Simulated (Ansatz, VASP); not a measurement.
Cu: VASP beside Ansatz

File POSCAR:

```
Cu
1.0
    0.0000000000      1.8180437507      1.8180437507
    1.8180437507      0.0000000000      1.8180437507
    1.8180437507      1.8180437507      0.0000000000
Cu
1
Direct
    0.0000000000      0.0000000000      0.0000000000
```

INCAR.step1

```
SYSTEM = Cu
  PREC = Accurate
  ENCUT = 520
  ISMEAR = -1
  SIGMA = 0.05
  LREAL = .FALSE.
  LASPH = .TRUE.
  NELM = 60
  NBANDS = 12
  GGA = PE
  ALGO = Normal
  EDIFF = 1E-4
  LWAVE = .TRUE.
  LCHARG = .FALSE.
```

INCAR.step2

```
SYSTEM = Cu
  PREC = Accurate
  ENCUT = 520
  EDIFF = 1E-8
  ISMEAR = -1
  SIGMA = 0.05
  LREAL = .FALSE.
  LASPH = .TRUE.
  NELM = 60
  ALGO = Normal
  ISIF = 2
  LWAVE = .FALSE.
  LCHARG = .FALSE.
  METAGGA = R2SCAN
  LMIXTAU = .TRUE.
  LEFG = .TRUE.
  NBANDS = 12
  ISTART = 1
```

The input KPOINTS:

```
Automatic mesh
0
G
  17 17 17
  0 0 0
```

Input for Ansatz:

```yaml
crystal:
  lattice:
    - [0.0, 1.8180437507, 1.8180437507]
    - [1.8180437507, 0.0, 1.8180437507]
    - [1.8180437507, 1.8180437507, 0.0]
  atoms:
    - { symbol: Cu, position: [0.0, 0.0, 0.0] }
kpoints:
  mp_grid: { grid: [17, 17, 17] }
scf:
  occupations: { method: fermi_dirac, width: 0.05 }
hamiltonian:
  xc: r2scan
  pseudopotentials: { kind: paw }
output:
  forces: true
  stress: true
  eigenvalues: true
  efg: { contact_densities: true }
```

Change from the starting cell: volume scaled by 1.05, PAW files.

Alike in both runs: task electric field gradients; functional r2SCAN; k mesh 17 × 17 × 17; occupations fermi-dirac, width 0.05 eV; no spin polarisation.

|  | VASP | Ansatz |
| --- | --- | --- |
| version | VASP 6.6.1 | Ansatz 0.2.0 |
| potentials or method | VASP PAW PBE potentials, release 64 (Cu) | PAW with Ansatz's default frozen-core files, scalar-relativistic |
| plane-wave cutoff (eV) | 520 | 500 |
| valence electrons in the cell | 11 | 19 |

```csv
,VASP,Ansatz,Ansatz less VASP
pressure (GPa),-6.6,-7.3,-0.64
```

VASP's potentials were made for PBE, not for r2SCAN. VASP's potentials hold 11 valence electrons a cell and Ansatz's 19, so a difference there can come from the potentials and not from the codes.
